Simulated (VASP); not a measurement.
# Si8O15 (a cell with a defect) in VASP: a series of runs

Runs on Si8O15 (a cell with a defect). Level: PBE+D3(BJ). Tasks: single point.

All numbers are computed with VASP 6.6.1; they aren't measurements. Logs are shortened: lines on timing, memory, paths and dates and some standing lists are left out, and cuts for length are marked.

**1. The cell of the first run**

The cell holds a defect, 23 atoms: a = 5.833 Å, b = 5.833 Å, c = 5.295 Å, α = 90.00°, β = 90.00°, γ = 90.00°.

**2. Single point, PBE+D3(BJ)**

Contents of INCAR:

```
PREC = Accurate ; ENCUT = 520
EDIFF = 1E-6 ; ISMEAR = 0
SIGMA = 0.02 ; LREAL = Auto
LASPH = T ; NELM = 100
ALGO = Normal ; ISIF = 2
LWAVE = F ; LCHARG = T
GGA = PE ; IVDW = 12
LELF = T ; LVHAR = T
NBANDS = 78 ; NELECT = 124.0
```

Contents of KPOINTS:

```
regular mesh
0
Gamma
  2 2 2
```

Contents of POSCAR:

```
Si8O15
1.0
   -4.1246000000     -4.1246000000      0.0000000000
    4.1246000000     -4.1246000000      0.0000000000
    0.0000000000      0.0000000000      5.2948000000
Si O
8 15
Direct
    0.4998373968      0.4958866537      0.0067564232
   -0.0003450803      0.4841168531      0.2756872983
    0.4999706146      0.5062949600      0.5094128200
   -0.0000118705      0.5006797337      0.7684254215
    0.0001325506     -0.0302600810      0.0113141800
    0.4999562953      0.0005123540      0.2453613337
   -0.0001196759      0.1140104566      0.4126599738
    0.5001686859      0.0044124049      0.7438865731
    0.2014855134      0.4712129810      0.0111440533
    0.7983032451      0.4716900437      0.0110809406
    0.0001882082      0.7646721781      0.2447570371
    0.2078838484      0.5152609838      0.5254251916
   -0.0000721122      0.1955597098      0.7375969335
    0.7920281050      0.5165326273      0.5255862904
    0.0003672661      0.7874726840      0.7739682547
    0.6903794696      0.0015330702     -0.0036349050
    0.4997087886      0.6962198645      0.2518513839
    0.3097207994      0.0017244921     -0.0038183712
    0.5001982002      0.3069607724      0.2594621493
    0.6985346787      0.0078540623      0.4880427059
    0.4996071146      0.7005669698      0.7607406177
    0.3016271065      0.0084209035      0.4882931553
    0.5003895522      0.3040219224      0.7518604393
```

Potentials or basis: VASP PAW PBE potentials, release 64 (Si, O).

Run with:

```console
cat potpaw_PBE.64/Si/POTCAR potpaw_PBE.64/O/POTCAR > POTCAR
mpirun -np 1 vasp_std > vasp.out
```

OUTCAR:

```text
PREC = Accurate
   ENCUT = 520
   EDIFF = 1E-6
   ISMEAR = 0
   LREAL = Auto
   LASPH = T
   NELM = 100
   ISIF = 2
   GGA = PE
   IVDW = 12
   NELECT = 124.0
 IVDW          = 12

 ion  position               nearest neighbor table
   1  0.500  0.496  0.007-  19 1.73  17 1.75   9 1.75  10 1.75  23 1.75  21 1.77   3 2.63   3 2.66

   2  1.000  0.484  0.276-  11 1.64  14 1.80  12 1.80  10 1.83   9 1.83   7 2.28   4 2.61   4 2.69

   3  0.500  0.506  0.509-  12 1.71  14 1.71  23 1.74  21 1.75  17 1.76  19 1.76   1 2.63   1 2.66

   4  1.000  0.501  0.768-  15 1.67   9 1.75  10 1.75  12 1.77  14 1.77  13 1.79   2 2.61   2 2.69
                             7 2.94   5 3.02
   5  0.000  0.970  0.011-  15 1.65  11 1.72  18 1.82  16 1.82  13 1.96   7 2.29   4 3.02
   6  0.500  0.001  0.245-  16 1.72  18 1.72  20 1.73  22 1.73  17 1.78  19 1.79   8 2.64   8 2.66
                             7 3.12   7 3.12
   7  1.000  0.114  0.413-  13 1.79  20 1.91  22 1.91  11 2.22   2 2.28   5 2.29   4 2.94   6 3.12
                             6 3.12
   8  0.500  0.004  0.744-  16 1.74  18 1.74  23 1.75  21 1.77  22 1.78  20 1.78   6 2.64   6 2.66

   9  0.201  0.471  0.011-   1 1.75   4 1.75   2 1.83
  10  0.798  0.472  0.011-   1 1.75   4 1.75   2 1.83
  11  0.000  0.765  0.245-   2 1.64   5 1.72   7 2.22
  12  0.208  0.515  0.525-   3 1.71   4 1.77   2 1.80
  13  1.000  0.196  0.738-   7 1.79   4 1.79   5 1.96
  14  0.792  0.517  0.526-   3 1.71   4 1.77   2 1.80
  15  0.000  0.787  0.774-   5 1.65   4 1.67
  16  0.690  0.002  0.996-   6 1.72   8 1.74   5 1.82
  17  0.500  0.696  0.252-   1 1.75   3 1.76   6 1.78
  18  0.310  0.002  0.996-   6 1.72   8 1.74   5 1.82
  19  0.500  0.307  0.259-   1 1.73   3 1.76   6 1.79
  20  0.699  0.008  0.488-   6 1.73   8 1.78   7 1.91
  21  0.500  0.701  0.761-   3 1.75   1 1.77   8 1.77
  22  0.302  0.008  0.488-   6 1.73   8 1.78   7 1.91
  23  0.500  0.304  0.752-   3 1.74   8 1.75   1 1.75

  LATTYP: Found a simple tetragonal cell.
 ALAT       =     5.8330652594
 C/A-ratio  =     0.9077217148

  Lattice vectors:

 A1 = (  -4.1246000000,  -4.1246000000,   0.0000000000)
 A2 = (   4.1246000000,  -4.1246000000,   0.0000000000)
 A3 = (   0.0000000000,   0.0000000000,   5.2948000000)

Analysis of symmetry for initial positions (statically):
=====================================================================
 Subroutine PRICEL returns:
 Original cell was already a primitive cell.

 Routine SETGRP: Setting up the symmetry group for a
 simple tetragonal supercell.

 Subroutine GETGRP returns: Found  1 space group operations
 (whereof  1 operations were pure point group operations)
 out of a pool of 16 trial point group operations.
[... 148 lines left out ...]
   POTIM  = 0.5000    time-step for ionic-motion
   TEBEG  =    0.0;   TEEND  =   0.0 temperature during run
   PSTRESS=    0.0 pullay stress
   NELECT =     124.0000    total number of electrons
   NUPDOWN=      -1.0000    fix difference up-down
   EMIN   =  10.00;   EMAX   =-10.00  energy-range for DOS
   EFERMI =   0.00;   METHOD = LEGACY
   ISMEAR =     0;   SIGMA  =   0.02  broadening in eV -4-tet -1-fermi 0-gaus
   EFERMI_NEDOS =   21; number of points for ismear=-14 and -15
   IALGO  =     38    algorithm
   IMIX   =      4    mixing-type and parameters
     AMIX     =   0.40;   BMIX     =  1.00
     AMIX_MAG =   1.60;   BMIX_MAG =  1.00
  volume/ion in A,a.u.               =       7.83        52.86
  Fermi-wavevector in a.u.,A,eV,Ry     =   1.445443  2.731491 28.426728  2.089306
  Thomas-Fermi vector in A             =   2.563624
   LORBIT       =      0    0 simple, 1 ext, 2 COOP (PROOUT), +10 PAW based schemes
   GGA     = PE    functional components
   LHFCALC =     F    Hartree Fock is set to
   AEXX    =    0.0000 exact exchange contribution
   IVDW    =    12    specifies the selected vdW correction
   LEPSILON=     F    determine dielectric tensor
   LRPA    =     F    only Hartree local field effects (RPA)
 non-spin polarized calculation
 Gauss-broadening in eV      SIGMA  =   0.02
  energy-cutoff  :      520.00
  volume of cell :      180.15
 maximum number of plane-waves:      4880
 NGX is ok and might be reduce to    48
   NGX = 21   NGY = 21   NGZ = 19

 number of electron     123.9999977 magnetization

 Free energy of the ion-electron system (eV)
  ---------------------------------------------------
  ext. energy  EPLUGINS =         0.00000000
  ---------------------------------------------------
  free energy    TOTEN  =      -147.81716597 eV

  energy without entropy =     -147.81716597  energy(sigma->0) =     -147.81716597

 E-fermi :  12.0966     XC(G=0): -12.3926

 val. band max:       11.9227144307   @ k =   0.5000   0.0000   0.0000
 cond. band min:      13.5091464175   @ k =   0.5000   0.0000   0.0000
 fundamental gap:      1.5864319867
 Fermi energy:        12.0965761324

 k-point     1 :       0.0000    0.0000    0.0000
  band No.  band energies     occupation
      1     -14.6604      2.00000
      2     -12.7318      2.00000
      3     -12.2420      2.00000
      4     -11.9375      2.00000
      5     -11.7998      2.00000
      6     -11.6861      2.00000
[... 605 lines left out ...]
     73      18.8760      0.00000
     74      18.9108      0.00000
 [bands above 74 left out]

------------------------ aborting loop because EDIFF is reached ----------------------------------------

 Edisp (eV)   -5.67668

 E8    (eV) :    -1.9678

  FORCE on cell =-STRESS in cart. coord.  units (eV):
  Direction    XX          YY          ZZ          XY          YZ          ZX
  --------------------------------------------------------------------------------------
  -------------------------------------------------------------------------------------
  Total      55.40857    55.54509    51.46277    -3.67532    -6.42450     6.41732
  in kB     492.77003   493.98419   457.67847   -32.68609   -57.13561    57.07170
  external pressure =      481.48 kB  Pullay stress =        0.00 kB

 VOLUME and BASIS-vectors are now :
 -----------------------------------------------------------------------------
  energy-cutoff  :      520.00
  volume of cell :      180.15
      direct lattice vectors                 reciprocal lattice vectors
    -4.124600000 -4.124600000  0.000000000    -0.121223876 -0.121223876  0.000000000
     4.124600000 -4.124600000  0.000000000     0.121223876 -0.121223876  0.000000000
     0.000000000  0.000000000  5.294800000     0.000000000  0.000000000  0.188864546

 POSITION                                       TOTAL-FORCE (eV/Angst)
 -----------------------------------------------------------------------------------
     -0.01630     -4.10696      0.03577         0.004676     -0.009470     -0.021635
     -2.12639     -6.11997      1.45971        -0.035266      0.026991      0.024317
      0.02609     -4.15044      2.69724        -0.005460      0.008347     -0.012110
     -2.05945     -6.18965      4.06866        -0.002775      0.000931     -0.050051
      3.99924     -4.00034      0.05991         0.041662     -0.048904      0.015429
     -2.06001     -2.06423      1.29914         0.009117     -0.001870     -0.031175
[... 15 lines left out ...]
     -1.20936     -1.27882      2.58541         0.006735      0.030853     -0.004787
     -0.80994     -3.31788      3.98095        -0.014699      0.029854      0.011656
 -----------------------------------------------------------------------------------
    total drift:                               -0.017063      0.013393      0.011160

  FREE ENERGIE OF THE ION-ELECTRON SYSTEM (eV)
  ---------------------------------------------------
  free  energy   TOTEN  =      -153.4938449786 eV

  energy  without entropy=     -153.4938449786  energy(sigma->0) =     -153.49384498
```

OSZICAR:

```text
N       E                     dE             d eps       ncg     rms          rms(c)
DAV:   1     0.718760950357E+03    0.71876E+03   -0.70334E+04  1248   0.156E+03
DAV:   2    -0.127843365844E+03   -0.84660E+03   -0.82520E+03  1496   0.344E+02
DAV:   3    -0.167818635550E+03   -0.39975E+02   -0.39764E+02  1536   0.771E+01
DAV:   4    -0.168231874281E+03   -0.41324E+00   -0.41218E+00  1512   0.856E+00
DAV:   5    -0.168237446154E+03   -0.55719E-02   -0.55663E-02  1512   0.902E-01    0.362E+01
DAV:   6    -0.147879950078E+03    0.20357E+02   -0.78793E+01  1402   0.332E+01    0.167E+01
DAV:   7    -0.147822584745E+03    0.57365E-01   -0.34516E+00  1472   0.712E+00    0.623E+00
DAV:   8    -0.147800621720E+03    0.21963E-01   -0.29099E-01  1456   0.223E+00    0.249E+00
DAV:   9    -0.147814105932E+03   -0.13484E-01   -0.56715E-02  1528   0.128E+00    0.508E-01
DAV:  10    -0.147816945507E+03   -0.28396E-02   -0.13036E-02  1448   0.504E-01    0.330E-01
DAV:  11    -0.147817027504E+03   -0.81997E-04   -0.15488E-03  1464   0.197E-01    0.148E-01
DAV:  12    -0.147817153322E+03   -0.12582E-03   -0.32434E-04  1496   0.802E-02    0.334E-02
DAV:  13    -0.147817166181E+03   -0.12860E-04   -0.28972E-05  1440   0.249E-02    0.103E-02
DAV:  14    -0.147817165973E+03    0.20810E-06   -0.45858E-06  1376   0.989E-03
   1 F= -.15349384E+03 E0= -.15349384E+03  d E =-.213722E-35
```

Run time: 72 s. Hardware: 1 thread of Intel Xeon 6975P-C (Granite Rapids), shared host; peak memory 0.32 GiB.

What came out:

| Quantity | Value |
| --- | --- |
| Free energy | -153.4938 eV |
| Largest force | 0.066 eV/Å |
| Dispersion energy per atom | -0.247 eV |

Forces on the atoms (eV/Å):
```
Si   0.005 -0.009 -0.022
Si  -0.035  0.027  0.024
Si  -0.005  0.008 -0.012
Si  -0.003  0.001 -0.050
Si   0.042 -0.049  0.015
Si   0.009 -0.002 -0.031
Si  -0.016  0.019 -0.009
Si   0.013  0.003 -0.019
O    0.006  0.006  0.014
O   -0.009 -0.016  0.011
O    0.018 -0.029 -0.001
O   -0.001 -0.009  0.024
O    0.024 -0.002  0.014
O   -0.015  0.031  0.020
O    0.001  0.003 -0.007
O   -0.020 -0.006 -0.022
O    0.012 -0.014 -0.001
O    0.007  0.000 -0.002
O   -0.020  0.017  0.015
O   -0.014 -0.019  0.023
O    0.009 -0.020  0.008
O    0.007  0.031 -0.005
O   -0.015  0.030  0.012
```

Caveat: the k points lie up to 0.59 Å⁻¹ apart; the cell carries a net charge on a neutralising background, which shifts energy and pressure; the cell is charged against a uniform background, so pressure and absolute levels hang on convention.

[end of part 1 of 2]
